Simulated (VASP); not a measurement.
# Li2O (Fm-3m) in VASP: notebook

Runs on Li2O. Level: PBE+U. Tasks: single point.

All numbers are computed with VASP 6.6.1; they aren't measurements. Logs are shortened: lines on timing, memory, paths and dates and some standing lists are left out, and cuts for length are marked.

## Step 1: The cell of the first run

Symmetry: Fm-3m, No. 225, cubic system. The conventional cell has a = 4.654 Å, b = 4.654 Å, c = 4.654 Å, α = 90.00°, β = 90.00°, γ = 90.00°. Within 2.7 Å of Li (site symmetry -43m) lie 4 O at 2.02 Å and 6 Li at 2.33 Å. O (site symmetry m-3m) has 8 Li at 2.02 Å within 2.7 Å.

## Step 2: Single point, PBE+U

Contents of INCAR:

```
SYSTEM = Li2O
PREC = Accurate
ENCUT = 750
EDIFF = 1E-6
ISMEAR = 0
SIGMA = 0.1
LREAL = .False.
LASPH = .True.
NELM = 200
ALGO = Normal
ISIF = 2
LWAVE = .False.
LCHARG = .False.
LDAU = .True.
LDAUTYPE = 2
LDAUL = -1 1
LDAUU = 0 2.3
LDAUJ = 0 0
LDAUPRINT = 1
GGA = PE
NBANDS = 13
GGA_COMPAT = .False.
```

Contents of KPOINTS:

```
Automatic mesh
0
Gamma
  6 6 6
  0 0 0
```

Contents of POSCAR:

```
Li2O
1.0
    0.0000000000      2.3268543819      2.3268543819
    2.3268543819      0.0000000000      2.3268543819
    2.3268543819      2.3268543819      0.0000000000
Li O
2 1
Direct
    0.7500000000      0.7500000000      0.7500000000
    0.2500000000      0.2500000000      0.2500000000
    0.0000000000      0.0000000000      0.0000000000
```

Potentials or basis: VASP PAW PBE potentials, release 64 (Li_sv, O).

Launch:

```
$ cat potpaw_PBE.64/Li_sv/POTCAR potpaw_PBE.64/O/POTCAR > POTCAR
$ mpirun -np 1 vasp_std > vasp.out
```

OUTCAR:

```text
SYSTEM = Li2O
   PREC = Accurate
   ENCUT = 750
   EDIFF = 1E-6
   ISMEAR = 0
   LREAL = .False.
   LASPH = .True.
   NELM = 200
   ISIF = 2
   GGA = PE

 ion  position               nearest neighbor table
   1  0.750  0.750  0.750-   3 2.02   3 2.02   3 2.02   3 2.02   2 2.33   2 2.33   2 2.33   2 2.33
                             2 2.33   2 2.33
   2  0.250  0.250  0.250-   3 2.02   3 2.02   3 2.02   3 2.02   1 2.33   1 2.33   1 2.33   1 2.33
                             1 2.33   1 2.33
   3  0.000  0.000  0.000-   1 2.02   1 2.02   1 2.02   1 2.02   2 2.02   2 2.02   2 2.02   2 2.02

  LATTYP: Found a face centered cubic cell.
 ALAT       =     4.6537087638

  Lattice vectors:

 A1 = (   0.0000000000,   2.3268543819,   2.3268543819)
 A2 = (   2.3268543819,   0.0000000000,   2.3268543819)
 A3 = (   2.3268543819,   2.3268543819,   0.0000000000)

Analysis of symmetry for initial positions (statically):
=====================================================================
 Subroutine PRICEL returns:
 Original cell was already a primitive cell.

 Routine SETGRP: Setting up the symmetry group for a
 face centered cubic supercell.

 Subroutine GETGRP returns: Found 48 space group operations
 (whereof 48 operations were pure point group operations)
 out of a pool of 48 trial point group operations.

The static configuration has the point symmetry O_h .

Analysis of symmetry for dynamics (positions and initial velocities):
=====================================================================
 Subroutine PRICEL returns:
 Original cell was already a primitive cell.

 Routine SETGRP: Setting up the symmetry group for a
 face centered cubic supercell.

 Subroutine GETGRP returns: Found 48 space group operations
 (whereof 48 operations were pure point group operations)
 out of a pool of 48 trial point group operations.

The dynamic configuration has the point symmetry O_h .

 Subroutine INISYM returns: Found 48 space group operations
 (whereof 48 operations are pure point group operations),
 and found     1 'primitive' translations

----------------------------------------------------------------------------------------

                                     Primitive cell

  volume of cell :      25.1963

  direct lattice vectors                    reciprocal lattice vectors
     0.000000000  2.326854382  2.326854382    -0.214882377  0.214882377  0.214882377
     2.326854382  0.000000000  2.326854382     0.214882377 -0.214882377  0.214882377
     2.326854382  2.326854382  0.000000000     0.214882377  0.214882377 -0.214882377

  length of vectors
[... 92 lines left out ...]
   IALGO  =     38    algorithm
   IMIX   =      4    mixing-type and parameters
     AMIX     =   0.40;   BMIX     =  1.00
     AMIX_MAG =   1.60;   BMIX_MAG =  1.00
  volume/ion in A,a.u.               =       8.40        56.68
  Fermi-wavevector in a.u.,A,eV,Ry     =   1.278467  2.415951 22.238406  1.634477
  Thomas-Fermi vector in A             =   2.411008
   LORBIT       =      0    0 simple, 1 ext, 2 COOP (PROOUT), +10 PAW based schemes
 LDA+U is selected, type is set to LDAUTYPE =  2
   angular momentum for each species LDAUL =    -1    1
   U (eV)           for each species LDAUU =   0.0  2.3
   J (eV)           for each species LDAUJ =   0.0  0.0
   GGA     = PE    functional components
   LHFCALC =     F    Hartree Fock is set to
   AEXX    =    0.0000 exact exchange contribution
   IVDW    =     0    specifies the selected vdW correction
   LEPSILON=     F    determine dielectric tensor
   LRPA    =     F    only Hartree local field effects (RPA)
 non-spin polarized calculation
 Gauss-broadening in eV      SIGMA  =   0.10
  energy-cutoff  :      750.00
  volume of cell :       25.20
 maximum number of plane-waves:      1211
 NGX is ok and might be reduce to    30
   NGX = 15   NGY = 15   NGZ = 15

 number of electron      11.9999997 magnetization

 Free energy of the ion-electron system (eV)
  ---------------------------------------------------
  ext. energy  EPLUGINS =         0.00000000
  ---------------------------------------------------
  free energy    TOTEN  =       -12.68503946 eV

  energy without entropy =      -12.68503946  energy(sigma->0) =      -12.68503946

 E-fermi :   1.5866     XC(G=0):  -9.6484

 val. band max:        1.1574349136   @ k =   0.0000   0.0000   0.0000
 cond. band min:       6.1618859395   @ k =   0.5000   0.5000   0.0000
 fundamental gap:      5.0044510260
 Fermi energy:         1.5866284602

 k-point     1 :       0.0000    0.0000    0.0000
  band No.  band energies     occupation
      1     -41.8271      2.00000
      2     -41.5206      2.00000
      3     -14.1065      2.00000
      4       1.1574      2.00000
      5       1.1574      2.00000
      6       1.1574      2.00000
      7       6.3446      0.00000
      8      13.0327      0.00000
      9      13.0327      0.00000
     10      13.0327      0.00000
     11      19.9862      0.00000
     12      19.9862      0.00000
     13      19.9862      0.00000
[... 226 lines left out ...]
  band No.  band energies     occupation
      1     -41.6827      2.00000
      2     -41.6327      2.00000
      3     -13.8224      2.00000
      4      -0.4984      2.00000
      5      -0.3519      2.00000
      6      -0.2333      2.00000
      7       7.5763      0.00000
      8      12.3802      0.00000
      9      14.7784      0.00000
     10      15.3233      0.00000
     11      17.7970      0.00000
     12      20.9413      0.00000
     13      22.8778      0.00000

------------------------ aborting loop because EDIFF is reached ----------------------------------------

  FORCE on cell =-STRESS in cart. coord.  units (eV):
  Direction    XX          YY          ZZ          XY          YZ          ZX
  --------------------------------------------------------------------------------------
  -------------------------------------------------------------------------------------
  Total       -0.3610668     -0.3610668     -0.3610668     -0.0000000     -0.0000000      0.0000000
  in kB      -22.9593986    -22.9593986    -22.9593986     -0.0000000     -0.0000000      0.0000000
  external PRESSURE =     -22.9593986 kB  Pullay stress =       0.0000000 kB

 VOLUME and BASIS-vectors are now :
 -----------------------------------------------------------------------------
  energy-cutoff  :      750.00
  volume of cell :       25.20
      direct lattice vectors                 reciprocal lattice vectors
     0.000000000  2.326854382  2.326854382    -0.214882377  0.214882377  0.214882377
     2.326854382  0.000000000  2.326854382     0.214882377 -0.214882377  0.214882377
     2.326854382  2.326854382  0.000000000     0.214882377  0.214882377 -0.214882377

 POSITION                                       TOTAL-FORCE (eV/Angst)
 -----------------------------------------------------------------------------------
      3.49028      3.49028      3.49028        -0.000000     -0.000000     -0.000000
      1.16343      1.16343      1.16343         0.000000      0.000000      0.000000
      0.00000      0.00000      0.00000        -0.000000      0.000000      0.000000
 -----------------------------------------------------------------------------------
    total drift:                                0.000000     -0.000000      0.000000

  FREE ENERGIE OF THE ION-ELECTRON SYSTEM (eV)
  ---------------------------------------------------
  free  energy   TOTEN  =       -12.6850394618 eV

  energy  without entropy=      -12.6850394618  energy(sigma->0) =      -12.68503946
```

OSZICAR:

```text
N       E                     dE             d eps       ncg     rms          rms(c)
DAV:   1     0.624567398976E+02    0.62457E+02   -0.67350E+03   416   0.125E+03
DAV:   2    -0.810539981495E+01   -0.70562E+02   -0.65707E+02   489   0.272E+02
DAV:   3    -0.142105620756E+02   -0.61052E+01   -0.60450E+01   730   0.584E+01
DAV:   4    -0.143716960228E+02   -0.16113E+00   -0.16111E+00   495   0.958E+00
DAV:   5    -0.143727198769E+02   -0.10239E-02   -0.10238E-02   590   0.718E-01    0.744E+00
DAV:   6    -0.127126176663E+02    0.16601E+01   -0.79586E+00   451   0.150E+01    0.276E+00
DAV:   7    -0.126858437981E+02    0.26774E-01   -0.17147E-01   516   0.291E+00    0.148E+00
DAV:   8    -0.126863734110E+02   -0.52961E-03   -0.62255E-02   551   0.242E+00    0.426E-01
DAV:   9    -0.126846032669E+02    0.17701E-02   -0.60592E-03   514   0.643E-01    0.131E-01
DAV:  10    -0.126850575643E+02   -0.45430E-03   -0.91409E-04   486   0.225E-01    0.558E-02
DAV:  11    -0.126850375580E+02    0.20006E-04   -0.44746E-05   544   0.697E-02    0.138E-02
DAV:  12    -0.126850398061E+02   -0.22482E-05   -0.63180E-06   528   0.242E-02    0.643E-03
DAV:  13    -0.126850394618E+02    0.34432E-06   -0.23968E-06   521   0.141E-02
   1 F= -.12685039E+02 E0= -.12685039E+02  d E =-.783610E-11
```

It took 21 s on 1 thread of Intel Xeon 8259CL, shared host; peak memory 0.13 GiB.

What came out:

```yaml
Free_energy: -12.6850 eV
Pressure: -2.3 GPa
Band_gap_on_the_k_mesh: 5.00 eV (least direct gap 5.19 eV)
```

Levels at points of the mesh, in eV from the valence-band top:
```csv
k point,band 4,band 5,band 6,band 7,band 8,band 9
"(0.00, 0.00, 0.00)",0.00,0.00,0.00,5.19,11.88,11.88
"(0.50, 0.00, 0.00)",-2.69,-0.43,-0.43,9.10,9.67,12.01
"(0.50, 0.50, 0.00)",-1.57,-1.33,-1.33,5.00,13.37,13.37
```

## Step 3: Single point, PBE+U

Contents of INCAR:

```
SYSTEM = Li2O
PREC = Accurate ; ENCUT = 750
EDIFF = 1E-6 ; ISMEAR = 0
SIGMA = 0.1 ; LREAL = .False.
LASPH = .True. ; NELM = 200
ALGO = Normal ; ISIF = 2
LWAVE = .False. ; LCHARG = .True.
LDAU = .True. ; LDAUTYPE = 2
LDAUL = -1 1 ; LDAUU = 0 6
LDAUJ = 0 0 ; LDAUPRINT = 1
GGA = PE ; LELF = .True.
LVHAR = .True. ; NBANDS = 13
GGA_COMPAT = .False.
```

Contents of KPOINTS:

```
regular mesh
0
Gamma
  6 6 6
  0 0 0
```

POSCAR is that of step 2.

Potentials or basis: VASP PAW PBE potentials, release 64 (Li_sv, O).

Launch:

```
$ cat potpaw_PBE.64/Li_sv/POTCAR potpaw_PBE.64/O/POTCAR > POTCAR
$ mpirun -np 1 vasp_std > vasp.out
```

Run time: 22 s. Hardware: 1 thread of Intel Xeon 8259CL, shared host; peak memory 0.13 GiB.

Results (log left out):

```
Free energy            : -10.0061 eV
Pressure               : -3.3 GPa
Band gap on the k mesh : 5.12 eV (least direct gap 5.33 eV)
```

Levels at points of the mesh, in eV from the valence-band top:
```csv
k point,band 3,band 4,band 5,band 6,band 7,band 8,band 9,band 10
"(0.00, 0.00, 0.00)",-15.01,0.00,0.00,0.00,5.33,11.99,11.99,11.99
"(0.50, 0.00, 0.00)",-14.78,-2.65,-0.42,-0.42,9.15,9.81,12.12,12.12
"(0.50, 0.50, 0.00)",-14.73,-1.55,-1.31,-1.31,5.12,13.44,13.44,14.53
```

Caveat: the cell stands under tension. A k mesh can miss the band edges.
